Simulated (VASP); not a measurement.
# O (C2/m) in VASP: a series of runs

Runs on O. Level: PBEsol. Tasks: single point.

Program: VASP 6.6.1. These are calculated values, not measurements. Logs are shortened: lines on timing, memory, paths and dates and some standing lists are left out, and cuts for length are marked.

### 1 The cell of the first run

Symmetry: C2/m, No. 12, monoclinic system. Conventional cell: a = 7.032 Å, b = 4.098 Å, c = 3.159 Å, α = 90.00°, β = 112.10°, γ = 90.00°. O (site symmetry m) has 1 O at 1.16 Å within 1.6 Å. Within 1.6 Å of O (site symmetry m) lie 1 O at 1.16 Å. O (site symmetry 1) has 1 O at 1.16 Å within 1.6 Å.

### 2 Single point, PBEsol

Input file INCAR:

```
SYSTEM = O
PREC = Accurate ; ENCUT = 600
EDIFF = 1E-6 ; ISMEAR = 0
SIGMA = 0.05 ; LREAL = .False.
LASPH = .True. ; NELM = 120
ALGO = Normal ; ISIF = 2
LWAVE = .False. ; LCHARG = .True.
GGA = PS ; LELF = .True.
LVHAR = .True. ; NBANDS = 34
GGA_COMPAT = .False.
```

Input file KPOINTS:

```
regular mesh
0
Gamma
  8 8 10
  0 0 0
```

Input file POSCAR:

```
O
1.0
    3.5125563009     -2.0489542835      0.1515734545
    3.5125563009      2.0489542835      0.1515734545
   -1.3133274288      0.0000000000      2.8725346896
O
8
Direct
    0.7954582160      0.7954582160      0.1985835163
    0.2045417840      0.2045417840      0.8014164837
    0.2716186884      0.2716186884      0.1991304516
    0.7283813116      0.7283813116      0.8008695484
    0.7726132118      0.2944330368      0.1987029130
    0.7055669632      0.2273867882      0.8012970870
    0.2273867882      0.7055669632      0.8012970870
    0.2944330368      0.7726132118      0.1987029130
```

Potentials or basis: VASP PAW PBE potentials, release 64 (O).

Started as:

```console
cat potpaw_PBE.64/O/POTCAR > POTCAR
mpirun -np 1 vasp_std > vasp.out
```

OUTCAR:

```text
SYSTEM = O
   PREC = Accurate
   ENCUT = 600
   EDIFF = 1E-6
   ISMEAR = 0
   LREAL = .False.
   LASPH = .True.
   NELM = 120
   ISIF = 2
   GGA = PS

 ion  position               nearest neighbor table
   1  0.795  0.795  0.199-   4 1.16
   2  0.205  0.205  0.801-   3 1.16
   3  0.272  0.272  0.199-   2 1.16
   4  0.728  0.728  0.801-   1 1.16
   5  0.773  0.294  0.199-   6 1.16   8 1.96
   6  0.706  0.227  0.801-   5 1.16   7 1.96
   7  0.227  0.706  0.801-   8 1.16   6 1.96
   8  0.294  0.773  0.199-   7 1.16   5 1.96

  LATTYP: Found a base centered monoclinic cell.
 ALAT       =     7.0316502413
 B/A-ratio  =     0.5827804891
 C/A-ratio  =     0.4491869721
 COS(beta)  =    -0.3762091641

  Lattice vectors:

 A1 = (   3.5125563009,  -2.0489542835,   0.1515734545)
 A2 = (   3.5125563009,   2.0489542835,   0.1515734545)
 A3 = (  -1.3133274288,   0.0000000000,   2.8725346896)

Analysis of symmetry for initial positions (statically):
=====================================================================
 Subroutine PRICEL returns:
 Original cell was already a primitive cell.

 Routine SETGRP: Setting up the symmetry group for a
 base centered monoclinic supercell.

 Subroutine GETGRP returns: Found  4 space group operations
 (whereof  4 operations were pure point group operations)
 out of a pool of  4 trial point group operations.

The static configuration has the point symmetry C_2h.

Analysis of symmetry for dynamics (positions and initial velocities):
=====================================================================
 Subroutine PRICEL returns:
 Original cell was already a primitive cell.

 Routine SETGRP: Setting up the symmetry group for a
 base centered monoclinic supercell.

 Subroutine GETGRP returns: Found  4 space group operations
 (whereof  4 operations were pure point group operations)
 out of a pool of  4 trial point group operations.

The dynamic configuration has the point symmetry C_2h.

 Subroutine INISYM returns: Found  4 space group operations
 (whereof  4 operations are pure point group operations),
 and found     1 'primitive' translations

----------------------------------------------------------------------------------------

                                     Primitive cell

  volume of cell :      42.1634

  direct lattice vectors                    reciprocal lattice vectors
     3.512556301 -2.048954284  0.151573455     0.139592438 -0.244026919  0.063821885
     3.512556301  2.048954284  0.151573455     0.139592438  0.244026919  0.063821885
    -1.313327429  0.000000000  2.872534690    -0.014731594  0.000000000  0.341389295

  length of vectors
     4.069304601  4.069304601  3.158525681     0.288285308  0.288285308  0.341706995

  position of ions in fractional coordinates (direct lattice)
     0.795458216  0.795458216  0.198583516
     0.204541784  0.204541784  0.801416484
     0.271618688  0.271618688  0.199130452
     0.728381312  0.728381312  0.800869548
     0.772613212  0.294433037  0.198702913
     0.705566963  0.227386788  0.801297087
     0.227386788  0.705566963  0.801297087
     0.294433037  0.772613212  0.198702913

  ion indices of the primitive-cell ions
   primitive index   ion index
                 1           1
                 2           2
                 3           3
                 4           4
                 5           5
                 6           6
                 7           7
                 8           8

----------------------------------------------------------------------------------------

 KPOINTS: regular mesh

Automatic generation of k-mesh.
 Grid dimensions read from file:
 generate k-points for:    8    8   10

 Generating k-lattice:

  Cartesian coordinates                     Fractional coordinates (reciprocal lattice)
     0.017449055 -0.030503365  0.007977736     0.125000000  0.000000000  0.000000000
     0.017449055  0.030503365  0.007977736     0.000000000  0.125000000  0.000000000
    -0.001473159  0.000000000  0.034138930     0.000000000  0.000000000  0.100000000

  Length of vectors
     0.036035663  0.036035663  0.034170700

  Shift w.r.t. Gamma in fractional coordinates (k-lattice)
     0.000000000  0.000000000  0.000000000

 Subroutine IBZKPT returns following result:
 ===========================================

 Found    186 irreducible k-points:

 Following reciprocal coordinates:
            Coordinates               Weight
  0.000000  0.000000  0.000000      1.000000
  0.125000 -0.000000  0.000000      4.000000
  0.250000 -0.000000  0.000000      4.000000
  0.375000 -0.000000  0.000000      4.000000
  0.500000 -0.000000  0.000000      2.000000
  0.125000  0.125000  0.000000      2.000000
[... 16 lines left out ...]
  0.125000 -0.000000  0.100000      4.000000
  0.250000 -0.000000  0.100000      4.000000
 [... further k-points ...]
   k-points           NKPTS =    186   k-points in BZ     NKDIM =    186   number of bands    NBANDS=     34
   number of dos      NEDOS =    301   number of ions     NIONS =      8
   total plane-waves  NPLWV =  36288
   dimension x,y,z NGX =    36 NGY =   36 NGZ =   28
   dimension x,y,z NGXF=    72 NGYF=   72 NGZF=   56
   ions per type =               8
   NGX,Y,Z   is equivalent  to a cutoff of  14.71, 14.71, 14.74 a.u.
   NGXF,Y,Z  is equivalent  to a cutoff of  29.41, 29.41, 29.48 a.u.
 SYSTEM =  O
   PREC   = accura    normal or accurate (medium, high low for compatibility)
   ISTART =      0    job   : 0-new  1-cont  2-samecut
   ICHARG =      2    charge: 1-file 2-atom 10-const
   ISPIN  =      1    spin polarized calculation?
   LNONCOLLINEAR =      F non collinear calculations
   LSORBIT =      F    spin-orbit coupling
   LASPH  =      T    aspherical Exc in radial PAW
   ENCUT  =  600.0 eV  44.10 Ry    6.64 a.u.   8.13  8.13  6.31*2*pi/ulx,y,z
   NELM   =    120;   NELMIN=  2; NELMDL= -5     # of ELM steps
   EDIFF  = 0.1E-05   stopping-criterion for ELM
   LREAL  =      F    real-space projection
   EDIFFG = 0.1E-04   stopping-criterion for IOM
   NSW    =      0    number of steps for IOM
   IBRION =     -1    ionic relax: 0-MD 1-quasi-New 2-CG
   NFREE  =      0    steps in history (QN), initial steepest desc. (CG)
   ISIF   =      2    stress and relaxation
   ISYM   =      2    0-nonsym 1-usesym 2-fastsym
   POTIM  = 0.5000    time-step for ionic-motion
   TEBEG  =    0.0;   TEEND  =   0.0 temperature during run
   PSTRESS=    0.0 pullay stress
   NELECT =      48.0000    total number of electrons
   NUPDOWN=      -1.0000    fix difference up-down
   EMIN   =  10.00;   EMAX   =-10.00  energy-range for DOS
   EFERMI =   0.00;   METHOD = LEGACY
   ISMEAR =     0;   SIGMA  =   0.05  broadening in eV -4-tet -1-fermi 0-gaus
   EFERMI_NEDOS =   21; number of points for ismear=-14 and -15
   IALGO  =     38    algorithm
   IMIX   =      4    mixing-type and parameters
     AMIX     =   0.40;   BMIX     =  1.00
     AMIX_MAG =   1.60;   BMIX_MAG =  1.00
  volume/ion in A,a.u.               =       5.27        35.57
  Fermi-wavevector in a.u.,A,eV,Ry     =   1.709399  3.230295 39.756819  2.922044
  Thomas-Fermi vector in A             =   2.787890
   LORBIT       =      0    0 simple, 1 ext, 2 COOP (PROOUT), +10 PAW based schemes
   GGA     = PS    functional components
   LHFCALC =     F    Hartree Fock is set to
   AEXX    =    0.0000 exact exchange contribution
   IVDW    =     0    specifies the selected vdW correction
   LEPSILON=     F    determine dielectric tensor
   LRPA    =     F    only Hartree local field effects (RPA)
 non-spin polarized calculation
 Gauss-broadening in eV      SIGMA  =   0.05
  energy-cutoff  :      600.00
  volume of cell :       42.16
 maximum number of plane-waves:      1422
 NGX is ok and might be reduce to    36
   NGX = 17   NGY = 17   NGZ = 13

 number of electron      47.9999996 magnetization

 Free energy of the ion-electron system (eV)
  ---------------------------------------------------
  ext. energy  EPLUGINS =         0.00000000
  ---------------------------------------------------
  free energy    TOTEN  =       -31.46104029 eV

  energy without entropy =      -31.46000094  energy(sigma->0) =      -31.46052062

 E-fermi :   9.2459     XC(G=0): -14.4568

 val. band max:        9.2431289809   @ k =  -0.2500   0.2500   0.1000
 cond. band min:       9.2462734100   @ k =   0.2500   0.2500   0.0000
 fundamental gap:      0.0031444291
 Fermi energy:         9.2458920123

 k-point     1 :       0.0000    0.0000    0.0000
  band No.  band energies     occupation
      1     -23.2835      2.00000
      2     -19.3848      2.00000
      3     -19.3694      2.00000
      4     -19.1618      2.00000
      5      -6.6866      2.00000
      6      -5.9968      2.00000
[... 26 lines left out ...]
     33      25.1126      0.00000
     34      26.5915      0.00000

 k-point     2 :       0.1250   -0.0000    0.0000
  band No.  band energies     occupation
      1     -23.1728      2.00000
      2     -19.5988      2.00000
      3     -19.4239      2.00000
      4     -19.1278      2.00000
      5      -6.6785      2.00000
      6      -5.9940      2.00000
[... 26 lines left out ...]
     33      25.5960      0.00000
     34      26.9462      0.00000

 k-point     3 :       0.2500   -0.0000    0.0000
  band No.  band energies     occupation
      1     -22.8471      2.00000
      2     -20.1581      2.00000
      3     -19.5168      2.00000
      4     -19.0872      2.00000
      5      -6.6089      2.00000
      6      -5.9392      2.00000
[... 26 lines left out ...]
     33      26.8711      0.00000
     34      27.9178      0.00000
[... 704 lines left out ...]
 k-point    23 :       0.1250   -0.0000    0.1000
  band No.  band energies     occupation
      1     -23.1045      2.00000
      2     -19.6156      2.00000
      3     -19.4037      2.00000
      4     -19.1508      2.00000
      5      -8.1350      2.00000
      6      -5.7457      2.00000
[... 26 lines left out ...]
     33      25.8247      0.00000
     34      26.8939      0.00000

 k-point    24 :       0.2500   -0.0000    0.1000
  band No.  band energies     occupation
      1     -22.7630      2.00000
      2     -20.1908      2.00000
      3     -19.5044      2.00000
      4     -19.1014      2.00000
      5      -8.1357      2.00000
      6      -5.6960      2.00000
[... 26 lines left out ...]
     33      27.0622      0.00000
     34      27.8932      0.00000

 [... further k-points ...]
[... 5 lines left out ...]
  --------------------------------------------------------------------------------------
  -------------------------------------------------------------------------------------
  Total       40.4839901     40.4677407     50.0995261      0.0000000      0.0000000     -0.4233550
  in kB     1538.3609016   1537.7434337   1903.7439705      0.0000000      0.0000000    -16.0871691
  external PRESSURE =    1659.9494352 kB  Pullay stress =       0.0000000 kB

 VOLUME and BASIS-vectors are now :
 -----------------------------------------------------------------------------
  energy-cutoff  :      600.00
  volume of cell :       42.16
      direct lattice vectors                 reciprocal lattice vectors
     3.512556301 -2.048954284  0.151573455     0.139592438 -0.244026919  0.063821885
     3.512556301  2.048954284  0.151573455     0.139592438  0.244026919  0.063821885
    -1.313327429  0.000000000  2.872534690    -0.014731594  0.000000000  0.341389295

 POSITION                                       TOTAL-FORCE (eV/Angst)
 -----------------------------------------------------------------------------------
      5.32738      0.00000      0.81158        -0.108523      0.000000      2.231793
      0.38441      0.00000      2.36410         0.108523      0.000000     -2.231793
      1.64663      0.00000      0.65435        -0.089120      0.000000      2.232643
      4.06516      0.00000      2.52133         0.089120      0.000000     -2.232643
      3.48710     -0.97977      0.73252        -0.098979     -0.002315      2.250631
      2.22469     -0.97977      2.44316         0.098979     -0.002315     -2.250631
      2.22469      0.97977      2.44316         0.098979      0.002315     -2.250631
      3.48710      0.97977      0.73252        -0.098979      0.002315      2.250631
 -----------------------------------------------------------------------------------
    total drift:                               -0.000000     -0.000000     -0.000000

  FREE ENERGIE OF THE ION-ELECTRON SYSTEM (eV)
  ---------------------------------------------------
  free  energy   TOTEN  =       -31.4610402950 eV

  energy  without entropy=      -31.4600009410  energy(sigma->0) =      -31.46052062
```

Wall time 7.1 min (1 thread of AMD EPYC 7R43 (Zen 3), shared host); peak memory 0.29 GiB.

Results:

```yaml
Free_energy: -31.4610 eV
Pressure: 166.0 GPa
Largest_force: 2.253 eV/Å
Band_gap_on_the_k_mesh: zero (bands 24 and 25 overlap by 2.63 eV)
```

Forces in eV/Å, atoms in the order of the input:
```
O   -0.109  0.000  2.232
O    0.109  0.000 -2.232
O   -0.089  0.000  2.233
O    0.089  0.000 -2.233
O   -0.099 -0.002  2.251
O    0.099 -0.002 -2.251
O    0.099  0.002 -2.251
O   -0.099  0.002  2.251
```

Caveat: the standard files for N, O and F lose accuracy on very short bonds; spin is off for a triplet molecule; the stress differs along the axes, from 154 to 190 GPa; this functional lacks dispersion, which holds the molecules together, so the pressure and a relaxed volume are unreliable; the PAW data sets were made with another functional, which shifts forces and pressure a little.

### 3 Single point, PBEsol

This run uses another cell than the first one, of 5.48 Å³/atom.

Input file INCAR:

```
ALGO = Normal ; EDIFF = 1E-6
ENCUT = 600 ; GGA = PS
GGA_COMPAT = F ; ISIF = 2
ISMEAR = 0 ; LASPH = T
LCHARG = F ; LREAL = F
LWAVE = F ; NBANDS = 34
NELM = 120 ; PREC = Accurate
SIGMA = 0.05
```

Input file KPOINTS:

```
k-points
0
Gamma
  8 8 10
```

Input file POSCAR:

```
O
1.0
    3.5595640940     -2.0775640856      0.1528746224
    3.5595640940      2.0775640856      0.1528746224
   -1.3314279193      0.0000000000      2.9093486420
O
8
Direct
    0.7960696932      0.7960696932      0.1968381413
    0.2039303068      0.2039303068      0.8031618587
    0.2705119124      0.2705119124      0.1975236134
    0.7294880876      0.7294880876      0.8024763866
    0.7717465084      0.2948022564      0.1970269410
    0.7051977436      0.2282534916      0.8029730590
    0.2282534916      0.7051977436      0.8029730590
    0.2948022564      0.7717465084      0.1970269410
```

Potentials or basis: VASP PAW PBE potentials, release 64 (O).

Started as:

```console
cat potpaw_PBE.64/O/POTCAR > POTCAR
mpirun -np 1 vasp_std > vasp.out
```

It took 6.7 min on 1 thread of AMD EPYC 7R43 (Zen 3), shared host; peak memory 0.28 GiB.

The run converged. Its results:

```
Free energy            : -33.0194 eV
Pressure               : 141.0 GPa
Largest force          : 2.148 eV/Å
Band gap on the k mesh : zero (bands 24 and 25 overlap by 2.48 eV)
```

Forces in eV/Å, atoms in the order of the input:
```
O   -0.101  0.000  2.128
O    0.101  0.000 -2.128
O   -0.085  0.000  2.128
O    0.085  0.000 -2.128
O   -0.093 -0.002  2.146
O    0.093 -0.002 -2.146
O    0.093  0.002 -2.146
O   -0.093  0.002  2.146
```

Stress tensor (GPa, compression positive):
```
129.73   0.00  -1.49
  0.00 129.68   0.00
 -1.49   0.00 163.54
```

Levels at points of the mesh, in eV from the Fermi level:
```
           k point  band 21  band 22  band 23  band 24  band 25  band 26  band 27  band 28
(0.00, 0.00, 0.00)    -3.69    -3.67    -3.64     0.96     0.98     1.93     2.83     2.85
(0.50, 0.00, 0.00)    -3.20    -3.09    -1.03    -0.73    -0.58     0.15     1.90     1.94
(0.50, 0.50, 0.00)    -3.44    -3.19    -1.50    -1.17    -1.08    -0.91     2.41     2.42
(0.00, 0.00, 0.50)    -3.95    -3.92    -3.63     0.73     2.11     2.17     3.33     3.34
(0.50, 0.00, 0.50)    -3.24    -3.12    -0.89    -0.48    -0.40     0.24     2.75     2.76
(0.50, 0.50, 0.50)    -3.11    -2.97    -0.12    -0.12     0.22     0.26     2.05     2.06
```

Caveat: the standard files for N, O and F lose accuracy on very short bonds; spin is off for a triplet molecule; the stress differs along the axes, from 130 to 164 GPa; this functional lacks dispersion, which holds the molecules together, so the pressure and a relaxed volume are unreliable; the PAW data sets were made with another functional, which shifts forces and pressure a little.
